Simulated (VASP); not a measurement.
# ZnO (P6_3mc) in VASP: notebook

ZnO is run at these levels: PBEsol; tasks: single point.

Everything below comes from runs of VASP 6.6.1. Logs are shortened: lines on timing, memory, paths and dates and some standing lists are left out, and cuts for length are marked.

**1. The cell of the first run**

The structure is hexagonal, space group P6_3mc (No. 186). Conventional cell: a = 3.203 Å, b = 3.203 Å, c = 5.308 Å, α = 90.00°, β = 90.00°, γ = 120.00°. Within 2.6 Å of Zn (site symmetry 3m) lie 4 O at 1.93 to 2.09 Å. O (site symmetry 3m) has 4 Zn at 1.93 to 2.09 Å within 2.6 Å.

**2. Single point, PBEsol (c/a of the conventional cell at fixed volume 1.6572)**

The input, INCAR:

```
SYSTEM = ZnO
  PREC = Accurate
  ENCUT = 520
  EDIFF = 1E-6
  ISMEAR = 0
  SIGMA = 0.05
  LREAL = .FALSE.
  LASPH = .TRUE.
  NELM = 80
  ALGO = Normal
  ISIF = 2
  LWAVE = .FALSE.
  LCHARG = .FALSE.
  GGA = PS
  NBANDS = 26
```

The input, KPOINTS:

```
regular mesh
0
G
  9 9 6
  0 0 0
```

The input, POSCAR:

```
ZnO
1.0
    3.2027414341      0.0000000000      0.0000000000
   -1.6013707170      2.7736554437      0.0000000000
    0.0000000000      0.0000000000      5.3075831045
Zn O
2 2
Direct
    0.3333333333      0.6666666667      0.0015754469
    0.6666666667      0.3333333333      0.5015754469
    0.3333333333      0.6666666667      0.3956145713
    0.6666666667      0.3333333333      0.8956145713
```

Potentials or basis: VASP PAW PBE potentials, release 64 (Zn, O).

The run is started by

```console
cat potpaw_PBE.64/Zn/POTCAR potpaw_PBE.64/O/POTCAR > POTCAR
mpirun -np 1 vasp_std > vasp.out
```

OUTCAR:

```text
SYSTEM = ZnO
   PREC = Accurate
   ENCUT = 520
   EDIFF = 1E-6
   ISMEAR = 0
   LREAL = .FALSE.
   LASPH = .TRUE.
   NELM = 80
   ISIF = 2
   GGA = PS

 ion  position               nearest neighbor table
   1  0.333  0.667  0.002-   4 1.93   4 1.93   4 1.93   3 2.09
   2  0.667  0.333  0.502-   3 1.93   3 1.93   3 1.93   4 2.09
   3  0.333  0.667  0.396-   2 1.93   2 1.93   2 1.93   1 2.09
   4  0.667  0.333  0.896-   1 1.93   1 1.93   1 1.93   2 2.09

  LATTYP: Found a hexagonal cell.
 ALAT       =     3.2027414341
 C/A-ratio  =     1.6572000000

  Lattice vectors:

 A1 = (   3.2027414341,   0.0000000000,   0.0000000000)
 A2 = (  -1.6013707170,   2.7736554437,   0.0000000000)
 A3 = (   0.0000000000,   0.0000000000,   5.3075831045)

Analysis of symmetry for initial positions (statically):
=====================================================================
 Subroutine PRICEL returns:
 Original cell was already a primitive cell.

 Routine SETGRP: Setting up the symmetry group for a
 hexagonal supercell.

 Subroutine GETGRP returns: Found 12 space group operations
 (whereof  6 operations were pure point group operations)
 out of a pool of 24 trial point group operations.

The static configuration has the point symmetry C_3v.
 The point group associated with its full space group is C_6v.

Analysis of symmetry for dynamics (positions and initial velocities):
=====================================================================
 Subroutine PRICEL returns:
 Original cell was already a primitive cell.

 Routine SETGRP: Setting up the symmetry group for a
 hexagonal supercell.

 Subroutine GETGRP returns: Found 12 space group operations
 (whereof  6 operations were pure point group operations)
 out of a pool of 24 trial point group operations.

The dynamic configuration has the point symmetry C_3v.
 The point group associated with its full space group is C_6v.

 Subroutine INISYM returns: Found 12 space group operations
 (whereof  6 operations are pure point group operations),
 and found     1 'primitive' translations

----------------------------------------------------------------------------------------

                                     Primitive cell

  volume of cell :      47.1489

  direct lattice vectors                    reciprocal lattice vectors
     3.202741434  0.000000000  0.000000000     0.312232511  0.180267524  0.000000000
    -1.601370717  2.773655444  0.000000000     0.000000000  0.360535049  0.000000000
     0.000000000  0.000000000  5.307583104     0.000000000  0.000000000  0.188409674

  length of vectors
     3.202741434  3.202741434  5.307583104     0.360535049  0.360535049  0.188409674

  position of ions in fractional coordinates (direct lattice)
     0.333333333  0.666666667  0.001575447
     0.666666667  0.333333333  0.501575447
     0.333333333  0.666666667  0.395614571
     0.666666667  0.333333333  0.895614571

  ion indices of the primitive-cell ions
   primitive index   ion index
                 1           1
                 2           2
                 3           3
                 4           4

----------------------------------------------------------------------------------------

 KPOINTS: regular mesh

Automatic generation of k-mesh.
 Grid dimensions read from file:
 generate k-points for:    9    9    6

 Generating k-lattice:

  Cartesian coordinates                     Fractional coordinates (reciprocal lattice)
     0.034692501  0.020029725  0.000000000     0.111111111  0.000000000  0.000000000
     0.000000000  0.040059450  0.000000000     0.000000000  0.111111111  0.000000000
     0.000000000  0.000000000  0.031401612     0.000000000  0.000000000  0.166666667

  Length of vectors
     0.040059450  0.040059450  0.031401612

  Shift w.r.t. Gamma in fractional coordinates (k-lattice)
     0.000000000  0.000000000  0.000000000

 Subroutine IBZKPT returns following result:
 ===========================================

 Found     48 irreducible k-points:

 Following reciprocal coordinates:
[... 43 lines left out ...]

  energy without entropy =      -19.33042809  energy(sigma->0) =      -19.33042809

 E-fermi :   1.4917     XC(G=0): -11.2327

 val. band max:        1.2088309113   @ k =   0.0000   0.0000   0.0000
 cond. band min:       1.8730747383   @ k =   0.0000   0.0000   0.0000
 fundamental gap:      0.6642438271
 Fermi energy:         1.4916975553

 k-point     1 :       0.0000    0.0000    0.0000
  band No.  band energies     occupation
      1     -17.0097      2.00000
      2     -16.3166      2.00000
      3      -4.7420      2.00000
      4      -4.7420      2.00000
      5      -4.6177      2.00000
      6      -4.6177      2.00000
[... 18 lines left out ...]
     25      15.3923      0.00000
     26      15.3923      0.00000

 k-point     2 :       0.1111    0.0000    0.0000
  band No.  band energies     occupation
      1     -16.9359      2.00000
      2     -16.2787      2.00000
      3      -4.8208      2.00000
      4      -4.6901      2.00000
      5      -4.6340      2.00000
      6      -4.5553      2.00000
[... 18 lines left out ...]
     25      14.8288      0.00000
     26      15.5971      0.00000

 k-point     3 :       0.2222   -0.0000    0.0000
  band No.  band energies     occupation
      1     -16.7403      2.00000
      2     -16.1867      2.00000
      3      -4.9806      2.00000
      4      -4.6689      2.00000
      5      -4.5603      2.00000
      6      -4.3844      2.00000
[... 18 lines left out ...]
     25      14.6707      0.00000
     26      15.6671      0.00000

 k-point     4 :       0.3333    0.0000    0.0000
  band No.  band energies     occupation
      1     -16.4931      2.00000
      2     -16.0956      2.00000
      3      -5.0622      2.00000
      4      -4.7213      2.00000
      5      -4.4265      2.00000
      6      -4.1567      2.00000
[... 18 lines left out ...]
     25      14.8865      0.00000
     26      15.4608      0.00000
[... 496 lines left out ...]
      1     -16.3531      2.00000
      2     -16.0845      2.00000
      3      -4.8658      2.00000
      4      -4.7254      2.00000
      5      -4.3456      2.00000
      6      -4.3240      2.00000
[... 18 lines left out ...]
     25      12.9234      0.00000
     26      16.2691      0.00000

 k-point    23 :       0.3333    0.2222    0.1667
  band No.  band energies     occupation
      1     -16.1973      2.00000
      2     -16.0655      2.00000
      3      -4.7244      2.00000
      4      -4.5636      2.00000
      5      -4.3552      2.00000
      6      -4.1693      2.00000
[... 18 lines left out ...]
     25      13.6801      0.00000
     26      15.3616      0.00000

 k-point    24 :       0.3333    0.3333    0.1667
  band No.  band energies     occupation
      1     -16.1017      2.00000
      2     -16.1017      2.00000
      3      -4.6172      2.00000
      4      -4.3402      2.00000
      5      -4.3402      2.00000
      6      -4.1740      2.00000
[... 18 lines left out ...]
     25      14.3409      0.00000
     26      15.6006      0.00000

 [... further k-points ...]
[... 5 lines left out ...]
  --------------------------------------------------------------------------------------
  -------------------------------------------------------------------------------------
  Total        1.6704691      1.6704691     -1.6609209      0.0000000      0.0000000      0.0000000
  in kB       56.7646335     56.7646335    -56.4401727      0.0000000      0.0000000      0.0000000
  external PRESSURE =      19.0296981 kB  Pullay stress =       0.0000000 kB

 VOLUME and BASIS-vectors are now :
 -----------------------------------------------------------------------------
  energy-cutoff  :      520.00
  volume of cell :       47.15
      direct lattice vectors                 reciprocal lattice vectors
     3.202741434  0.000000000  0.000000000     0.312232511  0.180267524  0.000000000
    -1.601370717  2.773655444  0.000000000     0.000000000  0.360535049  0.000000000
     0.000000000  0.000000000  5.307583104     0.000000000  0.000000000  0.188409674

 POSITION                                       TOTAL-FORCE (eV/Angst)
 -----------------------------------------------------------------------------------
     -0.00000      1.84910      0.00836         0.000000      0.000000      0.551869
      1.60137      0.92455      2.66215        -0.000000     -0.000000      0.551869
     -0.00000      1.84910      2.09976        -0.000000      0.000000     -0.551869
      1.60137      0.92455      4.75355         0.000000     -0.000000     -0.551869
 -----------------------------------------------------------------------------------
    total drift:                               -0.000000      0.000000     -0.001420

  FREE ENERGIE OF THE ION-ELECTRON SYSTEM (eV)
  ---------------------------------------------------
  free  energy   TOTEN  =       -19.3304280870 eV

  energy  without entropy=      -19.3304280870  energy(sigma->0) =      -19.33042809
```

Run time: 25 s. Hardware: 1 thread of Intel Xeon Platinum 8488C (Sapphire Rapids), shared host; peak memory 0.18 GiB.

What came out:

```
Free energy            : -19.3304 eV
Pressure               : 1.9 GPa
Largest force          : 0.552 eV/Å
Band gap on the k mesh : 0.66 eV, direct
```

Forces in eV/Å, atoms in the order of the input:
```
Zn   0.000  0.000  0.552
Zn   0.000  0.000  0.552
O    0.000  0.000 -0.552
O    0.000  0.000 -0.552
```

Levels at points of the mesh, in eV from the valence-band top:
| k point | band 15 | band 16 | band 17 | band 18 | band 19 | band 20 | band 21 | band 22 |
| --- | --- | --- | --- | --- | --- | --- | --- | --- |
| (0.00, 0.00, 0.00) | -0.63 | -0.32 | 0.00 | 0.00 | 0.66 | 5.10 | 7.75 | 12.99 |
| (0.00, 0.00, 0.50) | -0.31 | -0.31 | -0.31 | -0.31 | 3.29 | 3.29 | 9.60 | 9.60 |

Caveat: the PAW data sets were made with another functional, which shifts forces and pressure a little.

**3. Single point, PBEsol (c/a of the conventional cell at fixed volume 1.4851)**

The input, INCAR:

```
PREC = Accurate ; ENCUT = 520
EDIFF = 1E-7 ; ISMEAR = 0
SIGMA = 0.05 ; LREAL = False
LASPH = True ; NELM = 80
ALGO = Normal ; ISIF = 2
LWAVE = False ; LCHARG = False
GGA = PS ; NBANDS = 26
```

The input, KPOINTS:

```
Automatic mesh
0
Gamma
  9 9 6
```

The input, POSCAR:

```
ZnO
1.0
    3.3219642457      0.0000000000      0.0000000000
   -1.6609821228      2.8769054272      0.0000000000
    0.0000000000      0.0000000000      4.9334491013
Zn O
2 2
Direct
    0.3333333333      0.6666666667      0.0015754469
    0.6666666667      0.3333333333      0.5015754469
    0.3333333333      0.6666666667      0.3352736727
    0.6666666667      0.3333333333      0.8352736727
```

Potentials or basis: VASP PAW PBE potentials, release 64 (Zn, O).

The run is started by

```console
cat potpaw_PBE.64/Zn/POTCAR potpaw_PBE.64/O/POTCAR > POTCAR
mpirun -np 1 vasp_std > vasp.out
```

Run time: 41 s. Hardware: 1 thread of Intel Xeon Platinum 8488C (Sapphire Rapids), shared host; peak memory 0.2 GiB.

It converged, with:

```
Free energy            : -17.8037 eV
Pressure               : 18.3 GPa
Largest force          : 6.413 eV/Å
Band gap on the k mesh : 0.85 eV, indirect (least direct gap 0.87 eV)
```

Forces in eV/Å, atoms in the order of the input:
```
Zn   0.000  0.000 -6.413
Zn   0.000  0.000 -6.413
O    0.000  0.000  6.413
O    0.000  0.000  6.413
```

Stress tensor (GPa, compression positive):
```
-8.65  0.00  0.00
 0.00 -8.65  0.00
 0.00  0.00 72.30
```

Levels at points of the mesh, in eV from the valence-band top:
```tsv
k point	band 15	band 16	band 17	band 18	band 19	band 20	band 21	band 22
(0.00, 0.00, 0.00)	-1.67	-0.16	-0.16	-0.03	0.85	4.99	9.07	12.11
(0.00, 0.00, 0.50)	-0.89	-0.89	-0.89	-0.89	3.34	3.34	11.14	11.14
```

Caveat: the PAW data sets were made with another functional, which shifts forces and pressure a little. A k mesh can miss the band edges.

**4. Single point, PBEsol (c/a of the conventional cell at fixed volume 1.6572)**

The input, INCAR:

```
SYSTEM = ZnO
PREC     = Accurate       ! precision mode
ENCUT    = 520            ! plane-wave cutoff, eV
EDIFF    = 1E-6           ! SCF threshold, eV
ISMEAR   = 0              ! smearing method
SIGMA    = 0.05           ! smearing width, eV
LREAL    = .FALSE.        ! projectors in reciprocal space
LASPH    = .TRUE.         ! aspherical terms in the spheres
NELM     = 100            ! most SCF steps
ALGO     = Normal         ! electronic algorithm
ISIF     = 2              ! what is computed and relaxed
LWAVE    = .FALSE.        ! write WAVECAR
LCHARG   = .FALSE.        ! write CHGCAR
GGA      = PS             ! functional
NBANDS   = 26             ! bands
```

The input, KPOINTS:

```
regular mesh
0
G
  9 9 6
  0 0 0
```

The input, POSCAR:

```
ZnO
1.0
    3.2027414341      0.0000000000      0.0000000000
   -1.6013707170      2.7736554437      0.0000000000
    0.0000000000      0.0000000000      5.3075831045
Zn O
2 2
Direct
    0.3333333333      0.6666666667      0.0015754469
    0.6666666667      0.3333333333      0.5015754469
    0.3333333333      0.6666666667      0.3352736727
    0.6666666667      0.3333333333      0.8352736727
```

The run is started by

```console
cat potpaw_PBE.64/Zn/POTCAR potpaw_PBE.64/O/POTCAR > POTCAR
mpirun -np 1 vasp_std > vasp.out
```

Wall time 26 s (1 thread of Intel Xeon Platinum 8488C (Sapphire Rapids), shared host); peak memory 0.18 GiB.

Results (log left out):

* Free energy: -18.9516 eV
* Pressure: 4.9 GPa
* Largest force: 2.711 eV/Å
* Band gap on the k mesh: 0.85 eV, direct

Forces in eV/Å, atoms in the order of the input:
```
Zn   0.000  0.000 -2.711
Zn   0.000  0.000 -2.711
O    0.000  0.000  2.711
O    0.000  0.000  2.711
```

Stress tensor (GPa, compression positive):
```
-4.55  0.00  0.00
 0.00 -4.55  0.00
 0.00  0.00 23.70
```

Levels at points of the mesh, in eV from the valence-band top:
```tsv
k point	band 15	band 16	band 17	band 18	band 19	band 20	band 21	band 22
(0.00, 0.00, 0.00)	-1.17	-0.15	0.00	0.00	0.85	5.51	8.14	13.21
(0.00, 0.00, 0.50)	-0.57	-0.57	-0.57	-0.57	3.39	3.39	10.33	10.33
```

Caveat: the PAW data sets were made with another functional, which shifts forces and pressure a little.

**5. Single point, PBEsol (c/a of the conventional cell at fixed volume 1.7433)**

The input, INCAR:

```
PREC = Accurate
ENCUT = 520
EDIFF = 1E-7
ISMEAR = 0
SIGMA = 0.05
LREAL = False
LASPH = True
NELM = 80
ALGO = Normal
ISIF = 2
LWAVE = False
LCHARG = True
GGA = PS
LELF = True
LVHAR = True
NBANDS = 26
```

The input, KPOINTS:

```
regular mesh
0
Gamma
  9 9 6
```

The input, POSCAR:

```
ZnO
1.0
    3.1491219313      0.0000000000      0.0000000000
   -1.5745609656      2.7272195921      0.0000000000
    0.0000000000      0.0000000000      5.4898642628
Zn O
2 2
Direct
    0.3333333333      0.6666666667      0.0015754469
    0.6666666667      0.3333333333      0.5015754469
    0.3333333333      0.6666666667      0.3654345349
    0.6666666667      0.3333333333      0.8654345349
```

The run is started by

```console
cat potpaw_PBE.64/Zn/POTCAR potpaw_PBE.64/O/POTCAR > POTCAR
mpirun -np 1 vasp_std > vasp.out
```

Wall time 29 s (1 thread of Intel Xeon Platinum 8488C (Sapphire Rapids), shared host); peak memory 0.18 GiB.

The run converged. Its results:

| Item | Value |
| --- | --- |
| Free energy | -19.3405 eV |
| Pressure | 0.4 GPa |
| Largest force | 0.128 eV/Å |
| Band gap on the k mesh | 0.54 eV, direct |

Forces in eV/Å, atoms in the order of the input:
```
Zn   0.000  0.000  0.128
Zn   0.000  0.000  0.128
O    0.000  0.000 -0.128
O    0.000  0.000 -0.128
```

Stress tensor (GPa, compression positive):
```
 4.09  0.00  0.00
 0.00  4.09  0.00
 0.00  0.00 -6.93
```

Levels at points of the mesh, in eV from the valence-band top:
| k point | band 16 | band 17 | band 18 | band 19 | band 20 | band 21 |
| --- | --- | --- | --- | --- | --- | --- |
| (0.00, 0.00, 0.00) | -0.24 | 0.00 | 0.00 | 0.54 | 5.43 | 7.44 |
| (0.00, 0.00, 0.50) | -0.37 | -0.37 | -0.37 | 3.24 | 3.24 | 9.53 |

Caveat: the PAW data sets were made with another functional, which shifts forces and pressure a little.

**6. Single point, PBEsol (c/a of the conventional cell at fixed volume 1.5712)**

The input, INCAR:

```
SYSTEM = ZnO
  PREC = Accurate
  ENCUT = 520
  EDIFF = 1E-6
  ISMEAR = 0
  SIGMA = 0.05
  LREAL = .FALSE.
  LASPH = .TRUE.
  NELM = 60
  ALGO = Normal
  ISIF = 2
  LWAVE = .FALSE.
  LCHARG = .TRUE.
  GGA = PS
  LELF = .TRUE.
  LVHAR = .TRUE.
  NBANDS = 26
```

The input, KPOINTS:

```
Automatic mesh
0
G
  9 9 6
  0 0 0
```

The input, POSCAR:

```
ZnO
1.0
    3.2601408460      0.0000000000      0.0000000000
   -1.6300704230      2.8233647925      0.0000000000
    0.0000000000      0.0000000000      5.1223332972
Zn O
2 2
Direct
    0.3333333333      0.6666666667      0.0015754469
    0.6666666667      0.3333333333      0.5015754469
    0.3333333333      0.6666666667      0.3654345349
    0.6666666667      0.3333333333      0.8654345349
```

Potentials or basis: VASP PAW PBE potentials, release 64 (Zn, O).

The run is started by

```console
cat potpaw_PBE.64/Zn/POTCAR potpaw_PBE.64/O/POTCAR > POTCAR
mpirun -np 1 vasp_std > vasp.out
```

It took 25 s on 1 thread of Intel Xeon Platinum 8488C (Sapphire Rapids), shared host; peak memory 0.18 GiB.

The run converged. Its results:

| Quantity | Value |
| --- | --- |
| Free energy | -19.2929 eV |
| Pressure | 2.3 GPa |
| Largest force | 1.088 eV/Å |
| Band gap on the k mesh | 0.72 eV, direct |

Forces on the atoms (eV/Å):
```
Zn   0.000  0.000 -1.088
Zn   0.000  0.000 -1.088
O    0.000  0.000  1.088
O    0.000  0.000  1.088
```

Stress tensor (GPa, compression positive):
```
-3.34  0.00  0.00
 0.00 -3.34  0.00
 0.00  0.00 13.64
```

Levels at points of the mesh, in eV from the valence-band top:
```tsv
k point	band 15	band 16	band 17	band 18	band 19	band 20	band 21	band 22
(0.00, 0.00, 0.00)	-1.07	-0.04	-0.04	0.00	0.72	5.13	8.42	12.61
(0.00, 0.00, 0.50)	-0.55	-0.55	-0.55	-0.55	3.39	3.39	10.33	10.33
```

Caveat: the PAW data sets were made with another functional, which shifts forces and pressure a little.

**7. Overview**

```csv
cell,gap on the mesh (eV),pressure (GPa),largest force (eV/Å)
"a = 3.203, b = 3.203, c = 5.308 Å, angles 90.0, 90.0, 120.0°, 4 atoms",0.85,4.9,2.71
"a = 3.322, b = 3.322, c = 4.933 Å, angles 90.0, 90.0, 120.0°, 4 atoms",0.85,18.3,6.41
"a = 3.149, b = 3.149, c = 5.490 Å, angles 90.0, 90.0, 120.0°, 4 atoms",0.54,0.4,0.13
"a = 3.260, b = 3.260, c = 5.122 Å, angles 90.0, 90.0, 120.0°, 4 atoms",0.72,2.3,1.09
```

Some of these runs hold the atoms at other places in the same cell, which the table doesn't show; runs alike in all that it shows share one row.

Alike in all rows: task single point; level PBEsol; potentials or basis VASP PAW PBE potentials, release 64 (Zn, O); no spin polarisation; k mesh 9 × 9 × 6; cutoff (eV) 520; smearing gaussian 0.05 eV.

Caveats: the PAW data sets were made with another functional, which shifts forces and pressure a little.

Absolute energies hang on the potentials; compare differences alone.
